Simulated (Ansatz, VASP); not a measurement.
## One calculation of HgTe, two programs

Contents of INCAR:

```
ALGO = Normal
EDIFF = 1E-6
ENCUT = 520
GGA = PS
ISIF = 2
ISMEAR = 0
LASPH = T
LCHARG = F
LREAL = F
LWAVE = F
NBANDS = 16
NELM = 60
PREC = Accurate
SIGMA = 0.1
```

The input KPOINTS:

```
k-points
0
Gamma
  12 12 12
```

POSCAR

```
HgTe
1.0
    0.0000000000      3.2965445100      3.2965445100
    3.2965445100      0.0000000000      3.2965445100
    3.2965445100      3.2965445100      0.0000000000
Hg Te
1 1
Direct
    0.0000000000      0.0000000000      0.0000000000
    0.7500000000      0.7500000000      0.7500000000
```

Input for Ansatz:

```yaml
crystal:
  lattice:
    - [0.0, 3.29654451, 3.29654451]
    - [3.29654451, 0.0, 3.29654451]
    - [3.29654451, 3.29654451, 0.0]
  atoms:
    - { symbol: Hg, position: [0.0, 0.0, 0.0] }
    - { symbol: Te, position: [0.75, 0.75, 0.75] }
basis:
  ecutwfc: 420
kpoints:
  mp_grid: { grid: [12, 12, 12] }
hamiltonian:
  xc: pbesol
scf:
  occupations: { method: gaussian, width: 0.1 }
output:
  forces: true
  stress: true
  eigenvalues: true
  populations: true
```

Alike in both runs: task single point; functional PBEsol; k mesh 12 × 12 × 12; occupations gaussian, width 0.1 eV; no spin polarisation.

```csv
,VASP,Ansatz
version,VASP 6.6.1,Ansatz 0.2.0
potentials or method,"VASP PAW PBE potentials, release 64 (Hg, Te), cutoff 520 eV","scalar-relativistic, plane waves, PAW"
valence electrons in the cell,18,36
```

```csv
,VASP,Ansatz,Ansatz less VASP
gap on the k mesh at the Fermi level (eV),none,none,-
pressure (GPa),-1.4,-1.5,-0.09
```

VASP's potentials were made for PBE, not for PBEsol. A gap of «none» marks a metal or a gap that the smearing closes. With one functional, cell and mesh, what is left measures potentials, basis and numerics. VASP's potentials hold 18 valence electrons a cell and Ansatz's 36, so a difference there can come from the potentials and not from the codes.

Neither program's run includes spin-orbit coupling.
